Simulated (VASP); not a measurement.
# Y2S (P4/mmm) in VASP: a series of runs

Y2S is run at these levels: PBE; tasks: single point, relaxation of cell and atoms.

Program: VASP 6.6.1. These are calculated values, not measurements. Logs are shortened: lines on timing, memory, paths and dates and some standing lists are left out, and cuts for length are marked.

### 1 The cell of the first run

The structure is tetragonal, space group P4/mmm (No. 123). The conventional cell has a = 4.594 Å, b = 4.594 Å, c = 3.500 Å, α = 90.00°, β = 90.00°, γ = 90.00°. Y (site symmetry mmm) has 4 S at 2.89 Å and 6 Y at 3.25 to 3.50 Å within 3.8 Å. S (site symmetry 4/mmm) has 8 Y at 2.89 Å and 2 S at 3.50 Å within 3.8 Å.

### 2 Single point, PBE

Contents of INCAR:

```
SYSTEM = Y2S
  ALGO = Normal
  EDIFF = 1E-7
  ENCUT = 520
  GGA = PE
  ISIF = 2
  ISMEAR = 0
  LASPH = .True.
  LCHARG = .False.
  LREAL = .False.
  LWAVE = .False.
  NBANDS = 21
  NELM = 100
  PREC = Accurate
  SIGMA = 0.1
```

Contents of KPOINTS:

```
k-points
0
Gamma
  10 10 14
  0 0 0
```

Contents of POSCAR:

```
Y2S
1.0
    4.5935044447      0.0000000000      0.0000000000
    0.0000000000      4.5935044447      0.0000000000
    0.0000000000      0.0000000000      3.5003359812
Y S
2 1
Direct
    0.0000000000      0.5000000000      0.0000000000
    0.5000000000      0.0000000000      0.0000000000
    0.5000000000      0.5000000000      0.5000000000
```

Potentials or basis: VASP PAW PBE potentials, release 64 (Y_sv, S).

Command:

```
$ cat potpaw_PBE.64/Y_sv/POTCAR potpaw_PBE.64/S/POTCAR > POTCAR
$ mpirun -np 1 vasp_std > vasp.out
```

OUTCAR:

```text
SYSTEM = Y2S
   EDIFF = 1E-7
   ENCUT = 520
   GGA = PE
   ISIF = 2
   ISMEAR = 0
   LASPH = .True.
   LREAL = .False.
   NELM = 100
   PREC = Accurate

 ion  position               nearest neighbor table
   1  0.000  0.500  0.000-   3 2.89   3 2.89   3 2.89   3 2.89   2 3.25   2 3.25   2 3.25   2 3.25

   2  0.500  0.000  0.000-   3 2.89   3 2.89   3 2.89   3 2.89   1 3.25   1 3.25   1 3.25   1 3.25

   3  0.500  0.500  0.500-   1 2.89   2 2.89   1 2.89   2 2.89   2 2.89   2 2.89   1 2.89   1 2.89

  LATTYP: Found a simple tetragonal cell.
 ALAT       =     4.5935044447
 C/A-ratio  =     0.7620186338

  Lattice vectors:

 A1 = (   4.5935044447,   0.0000000000,   0.0000000000)
 A2 = (   0.0000000000,   4.5935044447,   0.0000000000)
 A3 = (   0.0000000000,   0.0000000000,   3.5003359812)

Analysis of symmetry for initial positions (statically):
=====================================================================
 Subroutine PRICEL returns:
 Original cell was already a primitive cell.

 Routine SETGRP: Setting up the symmetry group for a
 simple tetragonal supercell.

 Subroutine GETGRP returns: Found 16 space group operations
 (whereof 16 operations were pure point group operations)
 out of a pool of 16 trial point group operations.

The static configuration has the point symmetry D_4h.

Analysis of symmetry for dynamics (positions and initial velocities):
=====================================================================
 Subroutine PRICEL returns:
 Original cell was already a primitive cell.

 Routine SETGRP: Setting up the symmetry group for a
 simple tetragonal supercell.

 Subroutine GETGRP returns: Found 16 space group operations
 (whereof 16 operations were pure point group operations)
 out of a pool of 16 trial point group operations.

The dynamic configuration has the point symmetry D_4h.

 Subroutine INISYM returns: Found 16 space group operations
 (whereof 16 operations are pure point group operations),
 and found     1 'primitive' translations

----------------------------------------------------------------------------------------

                                     Primitive cell

  volume of cell :      73.8581

  direct lattice vectors                    reciprocal lattice vectors
     4.593504445  0.000000000  0.000000000     0.217698712  0.000000000  0.000000000
     0.000000000  4.593504445  0.000000000     0.000000000  0.217698712  0.000000000
     0.000000000  0.000000000  3.500335981     0.000000000  0.000000000  0.285686861

  length of vectors
     4.593504445  4.593504445  3.500335981     0.217698712  0.217698712  0.285686861

  position of ions in fractional coordinates (direct lattice)
     0.000000000  0.500000000  0.000000000
     0.500000000  0.000000000  0.000000000
     0.500000000  0.500000000  0.500000000

  ion indices of the primitive-cell ions
   primitive index   ion index
                 1           1
                 2           2
                 3           3

----------------------------------------------------------------------------------------

 KPOINTS: k-points

Automatic generation of k-mesh.
 Grid dimensions read from file:
 generate k-points for:   10   10   14

 Generating k-lattice:

  Cartesian coordinates                     Fractional coordinates (reciprocal lattice)
     0.021769871  0.000000000  0.000000000     0.100000000  0.000000000  0.000000000
     0.000000000  0.021769871  0.000000000     0.000000000  0.100000000  0.000000000
     0.000000000  0.000000000  0.020406204     0.000000000  0.000000000  0.071428571

  Length of vectors
     0.021769871  0.021769871  0.020406204

  Shift w.r.t. Gamma in fractional coordinates (k-lattice)
     0.000000000  0.000000000  0.000000000

 Subroutine IBZKPT returns following result:
 ===========================================

 Found    168 irreducible k-points:

 Following reciprocal coordinates:
            Coordinates               Weight
  0.000000  0.000000  0.000000      1.000000
  0.100000  0.000000  0.000000      4.000000
  0.200000  0.000000  0.000000      4.000000
  0.300000  0.000000  0.000000      4.000000
  0.400000  0.000000  0.000000      4.000000
  0.500000  0.000000  0.000000      2.000000
[... 16 lines left out ...]
  0.100000  0.000000  0.071429      8.000000
  0.200000  0.000000  0.071429      8.000000
 [... further k-points ...]
   k-points           NKPTS =    168   k-points in BZ     NKDIM =    168   number of bands    NBANDS=     21
   number of dos      NEDOS =    301   number of ions     NIONS =      3
   total plane-waves  NPLWV =  36288
   dimension x,y,z NGX =    36 NGY =   36 NGZ =   28
   dimension x,y,z NGXF=    72 NGYF=   72 NGZF=   56
   ions per type =               2   1
   NGX,Y,Z   is equivalent  to a cutoff of  13.03, 13.03, 13.30 a.u.
   NGXF,Y,Z  is equivalent  to a cutoff of  26.06, 26.06, 26.60 a.u.
 SYSTEM =  Y2S
   PREC   = accura    normal or accurate (medium, high low for compatibility)
   ISTART =      0    job   : 0-new  1-cont  2-samecut
   ICHARG =      2    charge: 1-file 2-atom 10-const
   ISPIN  =      1    spin polarized calculation?
   LNONCOLLINEAR =      F non collinear calculations
   LSORBIT =      F    spin-orbit coupling
   LASPH  =      T    aspherical Exc in radial PAW
   ENCUT  =  520.0 eV  38.22 Ry    6.18 a.u.   8.54  8.54  6.51*2*pi/ulx,y,z
   NELM   =    100;   NELMIN=  2; NELMDL= -5     # of ELM steps
   EDIFF  = 0.1E-06   stopping-criterion for ELM
   LREAL  =      F    real-space projection
   EDIFFG = 0.1E-05   stopping-criterion for IOM
   NSW    =      0    number of steps for IOM
   IBRION =     -1    ionic relax: 0-MD 1-quasi-New 2-CG
   NFREE  =      0    steps in history (QN), initial steepest desc. (CG)
   ISIF   =      2    stress and relaxation
   ISYM   =      2    0-nonsym 1-usesym 2-fastsym
   POTIM  = 0.5000    time-step for ionic-motion
   TEBEG  =    0.0;   TEEND  =   0.0 temperature during run
   PSTRESS=    0.0 pullay stress
   NELECT =      28.0000    total number of electrons
   NUPDOWN=      -1.0000    fix difference up-down
   EMIN   =  10.00;   EMAX   =-10.00  energy-range for DOS
   EFERMI =   0.00;   METHOD = LEGACY
   ISMEAR =     0;   SIGMA  =   0.10  broadening in eV -4-tet -1-fermi 0-gaus
   EFERMI_NEDOS =   21; number of points for ismear=-14 and -15
   IALGO  =     38    algorithm
   IMIX   =      4    mixing-type and parameters
     AMIX     =   0.40;   BMIX     =  1.00
     AMIX_MAG =   1.60;   BMIX_MAG =  1.00
  volume/ion in A,a.u.               =      24.62       166.14
  Fermi-wavevector in a.u.,A,eV,Ry     =   1.184845  2.239032 19.100640  1.403857
  Thomas-Fermi vector in A             =   2.321051
   LORBIT       =      0    0 simple, 1 ext, 2 COOP (PROOUT), +10 PAW based schemes
   GGA     = PE    functional components
   LHFCALC =     F    Hartree Fock is set to
   AEXX    =    0.0000 exact exchange contribution
   IVDW    =     0    specifies the selected vdW correction
   LEPSILON=     F    determine dielectric tensor
   LRPA    =     F    only Hartree local field effects (RPA)
 non-spin polarized calculation
 Gauss-broadening in eV      SIGMA  =   0.10
  energy-cutoff  :      520.00
  volume of cell :       73.86
 maximum number of plane-waves:      2009
 NGX is ok and might be reduce to    36
   NGX = 17   NGY = 17   NGZ = 13

 number of electron      28.0000000 magnetization

 Free energy of the ion-electron system (eV)
  ---------------------------------------------------
  ext. energy  EPLUGINS =         0.00000000
  ---------------------------------------------------
  free energy    TOTEN  =       -19.67551870 eV

  energy without entropy =      -19.66071335  energy(sigma->0) =      -19.66811602

 E-fermi :   5.0361     XC(G=0): -10.0248

 val. band max:        5.0272694588   @ k =   0.3000   0.1000   0.1429
 cond. band min:       5.0453451605   @ k =   0.4000   0.1000   0.3571
 fundamental gap:      0.0180757018
 Fermi energy:         5.0360805283

 k-point     1 :       0.0000    0.0000    0.0000
  band No.  band energies     occupation
      1     -37.9012      2.00000
      2     -37.7562      2.00000
      3     -18.2098      2.00000
      4     -18.2098      2.00000
      5     -17.8452      2.00000
      6     -17.6842      2.00000
[... 13 lines left out ...]
     20       9.4892      0.00000
     21       9.4893      0.00000

 k-point     2 :       0.1000    0.0000    0.0000
  band No.  band energies     occupation
      1     -37.8976      2.00000
      2     -37.7597      2.00000
      3     -18.2015      2.00000
      4     -18.1956      2.00000
      5     -17.8410      2.00000
      6     -17.6880      2.00000
[... 13 lines left out ...]
     20       9.4139      0.00000
     21       9.4666      0.00000

 k-point     3 :       0.2000    0.0000    0.0000
  band No.  band energies     occupation
      1     -37.8872      2.00000
      2     -37.7698      2.00000
      3     -18.1768      2.00000
      4     -18.1548      2.00000
      5     -17.8291      2.00000
      6     -17.6988      2.00000
[... 13 lines left out ...]
     20       9.1281      0.00000
     21       9.2090      0.00000

 k-point     4 :       0.3000    0.0000    0.0000
  band No.  band energies     occupation
      1     -37.8710      2.00000
      2     -37.7857      2.00000
      3     -18.1380      2.00000
      4     -18.0931      2.00000
      5     -17.8106      2.00000
      6     -17.7160      2.00000
[... 13 lines left out ...]
     20       8.3407      0.00000
     21       8.7775      0.00000

 k-point     5 :       0.4000    0.0000    0.0000
  band No.  band energies     occupation
      1     -37.8507      2.00000
      2     -37.8058      2.00000
      3     -18.0942      2.00000
      4     -18.0244      2.00000
      5     -17.7877      2.00000
      6     -17.7483      2.00000
[... 13 lines left out ...]
     20       7.9209      0.00000
     21       7.9870      0.00000
[... 382 lines left out ...]
     20       9.5949      0.00000
     21      10.1575      0.00000

 k-point    22 :       0.0000    0.0000    0.0714
  band No.  band energies     occupation
      1     -37.8996      2.00000
      2     -37.7547      2.00000
      3     -18.2065      2.00000
      4     -18.2065      2.00000
      5     -17.8706      2.00000
      6     -17.7028      2.00000
[... 13 lines left out ...]
     20       9.2645      0.00000
     21       9.2645      0.00000

 k-point    23 :       0.1000    0.0000    0.0714
  band No.  band energies     occupation
      1     -37.8960      2.00000
      2     -37.7582      2.00000
      3     -18.1980      2.00000
      4     -18.1923      2.00000
      5     -17.8663      2.00000
      6     -17.7067      2.00000
[... 13 lines left out ...]
     20       9.1627      0.00000
     21       9.2323      0.00000

 k-point    24 :       0.2000    0.0000    0.0714
  band No.  band energies     occupation
      1     -37.8856      2.00000
      2     -37.7684      2.00000
      3     -18.1732      2.00000
      4     -18.1515      2.00000
      5     -17.8537      2.00000
      6     -17.7178      2.00000
[... 13 lines left out ...]
     20       8.8721      0.00000
     21       9.0977      0.00000

 [... further k-points ...]
[... 5 lines left out ...]
  --------------------------------------------------------------------------------------
  -------------------------------------------------------------------------------------
  Total       -0.0257423     -0.0257423     -0.0401633      0.0000000     -0.0000000      0.0000000
  in kB       -0.5584182     -0.5584182     -0.8712476      0.0000000     -0.0000000      0.0000000
  external PRESSURE =      -0.6626947 kB  Pullay stress =       0.0000000 kB

 VOLUME and BASIS-vectors are now :
 -----------------------------------------------------------------------------
  energy-cutoff  :      520.00
  volume of cell :       73.86
      direct lattice vectors                 reciprocal lattice vectors
     4.593504445  0.000000000  0.000000000     0.217698712  0.000000000  0.000000000
     0.000000000  4.593504445  0.000000000     0.000000000  0.217698712  0.000000000
     0.000000000  0.000000000  3.500335981     0.000000000  0.000000000  0.285686861

 POSITION                                       TOTAL-FORCE (eV/Angst)
 -----------------------------------------------------------------------------------
      0.00000      2.29675      0.00000         0.000000      0.000000      0.000000
      2.29675      0.00000      0.00000         0.000000      0.000000      0.000000
      2.29675      2.29675      1.75017         0.000000      0.000000      0.000000
 -----------------------------------------------------------------------------------
    total drift:                                0.000000      0.000000     -0.000000

  FREE ENERGIE OF THE ION-ELECTRON SYSTEM (eV)
  ---------------------------------------------------
  free  energy   TOTEN  =       -19.6755186963 eV

  energy  without entropy=      -19.6607133485  energy(sigma->0) =      -19.66811602
```

Run time: 2.3 min. Hardware: 1 thread of AMD EPYC 9R45 (Zen 5), shared host; peak memory 0.35 GiB.

What came out:

- Free energy: -19.6755 eV
- Pressure: -0.1 GPa
- Band gap on the k mesh: zero (band 14 reaches 5.64 eV, above the bottom of band 15 at 4.00 eV)

### 3 Relaxation of cell and atoms, PBE

Contents of INCAR:

```
PREC = Accurate
ENCUT = 600
EDIFF = 1E-7
ISMEAR = 0
SIGMA = 0.1
LREAL = False
LASPH = True
NELM = 100
ALGO = Normal
ISIF = 3
LWAVE = False
LCHARG = False
GGA = PE
IBRION = 2
NSW = 100
EDIFFG = -0.01
```

Contents of KPOINTS:

```
Automatic mesh
0
Gamma
  10 10 14
```

POSCAR is that of step 2.

Potentials or basis: VASP PAW PBE potentials, release 64 (Y_sv, S).

Command:

```
$ cat potpaw_PBE.64/Y_sv/POTCAR potpaw_PBE.64/S/POTCAR > POTCAR
$ mpirun -np 1 vasp_std > vasp.out
```

Run time: 2.7 min. Hardware: 1 thread of Intel Xeon 6975P-C (Granite Rapids), shared host; peak memory 0.42 GiB.

It converged, with:

```
Free energy                            : -19.6761 eV
Relaxed volume                         : 24.59 Å³/atom
Relaxed cell                           : a = 4.592 Å, b = 4.592 Å, c = 3.498 Å, α = 90.00°, β = 90.00°, γ = 90.00°
Space group after relaxing (to 0.05 Å) : P4/mmm (No. 123)
Energy gained by relaxing              : 0.0 meV/atom
Ionic steps                            : 2
Pressure after relaxing                : 0.0 GPa
Band gap on the k mesh                 : zero (band 14 reaches 5.64 eV, above the bottom of band 15 at 4.00 eV)
```

Final structure:
```
Y S
1.0
     4.59210    0.00000    0.00000
     0.00000    4.59210    0.00000
     0.00000    0.00000    3.49839
Y S
2 1
Direct
  0.00000 0.50000 0.00000
  0.50000 0.00000 0.00000
  0.50000 0.50000 0.50000
```

Levels at points of the mesh, in eV from the Fermi level:
```
           k point  band 11  band 12  band 13  band 14  band 15  band 16  band 17  band 18
(0.00, 0.00, 0.00)    -4.27    -3.05    -3.05    -1.35    -1.04    -0.47     1.59     1.59
(0.50, 0.00, 0.00)    -4.43    -3.66    -1.01    -0.85     0.54     0.71     1.93     2.12
(0.50, 0.50, 0.00)    -6.08    -4.20    -0.20    -0.05    -0.05     1.41     1.41     1.97
(0.00, 0.00, 0.50)    -5.48    -5.48    -1.23    -0.27     1.30     1.85     1.85     4.31
(0.50, 0.00, 0.50)    -5.28    -4.69     0.22     0.49     0.74     1.36     1.42     1.77
(0.50, 0.50, 0.50)    -4.32    -4.32    -2.05    -0.80    -0.80     2.03     2.50     2.62
```
